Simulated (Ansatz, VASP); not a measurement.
**Si8C7 in VASP and in Ansatz**

```xyz
15
Lattice="0.0000 0.0000 -5.0743 3.0919 -5.3554 0.0000 -6.1839 0.0000 0.0000" Properties=species:S:1:pos:R:3 pbc="T T T"
Si   -1.5460   -0.8926   -2.5650
Si   -0.0008   -3.5707   -2.5398
Si   -4.6379   -0.8917   -2.5398
Si   -3.0912   -3.5707   -2.5398
Si    0.0027   -1.7867    0.0029
Si    1.5460   -4.4598    0.0029
Si   -3.0946   -1.7867    0.0029
Si   -1.5460   -4.4628    0.0046
C    -0.0133   -3.5779   -0.6343
C    -4.6379   -0.8772   -0.6343
C    -3.0786   -3.5779   -0.6343
C     0.0163   -1.7946   -3.1646
C     1.5460   -4.4440   -3.1646
C    -3.1083   -1.7946   -3.1646
C    -1.5460   -4.4628   -3.1713
```

Change from the starting cell: C vacancy (site b), charge +0, atoms relaxed at the host's cell.

Alike in both runs: functional PBE; k mesh 2 × 2 × 2; occupations gaussian, width 0.01 eV; no spin polarisation.

Ansatz relaxed the structure, and its values are those at the end. VASP's run is a single point on that final structure, the one shown.

```csv
,VASP,Ansatz
version,VASP 6.6.1,Ansatz 0.2.0
potentials or method,"VASP PAW PBE potentials, release 64 (Si, C), cutoff 520 eV","scalar-relativistic, plane waves, PAW"
valence electrons in the cell,60,60
```

Ansatz gave:

```
gap on the k mesh at the Fermi level (eV) : none
rms of the force components (eV/Å)        : 0.007
```

Task: What did VASP give for the same quantities?

Result: gap on the k mesh at the Fermi level (eV): none; rms of the force components (eV/Å): 0.008.

A gap of «none» marks a metal or a gap that the smearing closes. The functional is the same, so the differences come from potentials, cutoffs and numerics.

The k mesh is coarse, so the values compare programs but aren't converged.
